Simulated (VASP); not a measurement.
Pt:

```
Pt
1.0
    -1.58422    1.58422    1.58422
     1.58422   -1.58422    1.58422
     1.58422    1.58422   -1.58422
Pt
1
Direct
  0.00000 0.00000 0.00000
```

This isn't the form of Pt at room conditions, which is fcc.

Base run:

| Item | Value |
| --- | --- |
| Program | VASP 6.6.1 |
| Functional | HSE06 |
| Potentials or basis | VASP PAW PBE potentials, release 64 (Pt) |
| Cutoff | 520 eV |
| k mesh | 8 × 8 × 8 |
| Occupations | fermi-dirac, width 0.05 eV |
| Spin | no spin polarisation |

Its results: band gap on the k mesh zero (bands 5 and 6 overlap by 2.84 eV); pressure -7.4 GPa.

Problem. The run is repeated on the same cell with these changes: k mesh from 8 × 8 × 8 to 6 × 6 × 6; further incar settings from ALGO = Normal; EDIFF = 1e-06; NBANDS = 11 to ALGO = Normal; EDIFF = 1e-07; NBANDS = 11. What comes out?

Solution. Band gap on the k mesh zero (bands 5 and 6 overlap by 2.73 eV); pressure -8.7 GPa.

Caveats: some runs use coarse meshes; the PAW data sets were made with another functional, which shifts forces and pressure a little; spin-orbit coupling is left out, which moves the levels of the heavy elements; the cell stands under tension (at least some runs).
